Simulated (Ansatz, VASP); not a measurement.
# MoS2: VASP beside Ansatz

File POSCAR:

```
MoS2
1.0
    3.1985126111      0.0000000000      0.0000000000
   -1.5992563055      2.7700007572      0.0000000000
    0.0000000000      0.0000000000      6.2558528694
Mo S
1 2
Direct
    0.0000000000      0.0000000000      0.5000000000
    0.3333333333      0.6666666667      0.2553200000
    0.6666666667      0.3333333333      0.7446800000
```

INCAR.step1

```
SYSTEM = MoS2
PREC = Accurate ; ENCUT = 520
ISMEAR = 1 ; SIGMA = 0.05
LREAL = .FALSE. ; LASPH = .TRUE.
NELM = 80 ; NBANDS = 20
GGA = PE ; ALGO = Normal
EDIFF = 1E-4 ; LWAVE = .TRUE.
LCHARG = .FALSE.
```

INCAR.step2

```
SYSTEM = MoS2
PREC = Accurate ; ENCUT = 520
EDIFF = 1E-6 ; ISMEAR = 1
SIGMA = 0.05 ; LREAL = .FALSE.
LASPH = .TRUE. ; NELM = 80
ALGO = Normal ; ISIF = 2
LWAVE = .FALSE. ; LCHARG = .FALSE.
METAGGA = R2SCAN ; LMIXTAU = .TRUE.
NBANDS = 20 ; ISTART = 1
```

KPOINTS

```
Automatic mesh
0
G
  10 10 5
  0 0 0
```

Input for Ansatz:

```yaml
crystal:
  lattice:
    - [3.1985126110634634, 0.0, 0.0]
    - [-1.5992563055317317, 2.7700007571914615, 0.0]
    - [0.0, 0.0, 6.255852869426664]
  atoms:
    - { symbol: Mo, position: [0.0, 0.0, 0.5] }
    - { symbol: S, position: [0.3333333333333333, 0.6666666666666666, 0.25532] }
    - { symbol: S, position: [0.6666666666666666, 0.3333333333333333, 0.74468] }
basis:
  ecutwfc: 600.0
kpoints:
  mp_grid:
    grid: [10, 10, 5]
hamiltonian:
  xc: r2scan
scf:
  convergence:
    dr2_threshold: 1.0e-10
  occupations:
    method: methfessel_paxton
    width: 0.05
output:
  stress: true
```

Alike in both runs: task single point; functional r2SCAN; k mesh 10 × 10 × 5; occupations methfessel-paxton of order 1, width 0.05 eV; no spin polarisation.

```csv
,VASP,Ansatz
version,VASP 6.6.1,Ansatz 0.2.0
potentials or method,"VASP PAW PBE potentials, release 64 (Mo_sv, S), cutoff 520 eV","plane waves, PAW"
valence electrons in the cell,26,26
```

|  | VASP | Ansatz | Ansatz less VASP |
| --- | --- | --- | --- |
| pressure (GPa) | 4.0 | 3.9 | -0.04 |
| traceless stress, the component that is largest in VASP (GPa) | 0.96 | 0.98 | +0.019 |

VASP's potentials were made for PBE, not for r2SCAN. Ansatz's warnings: structure snapped to symmetry.
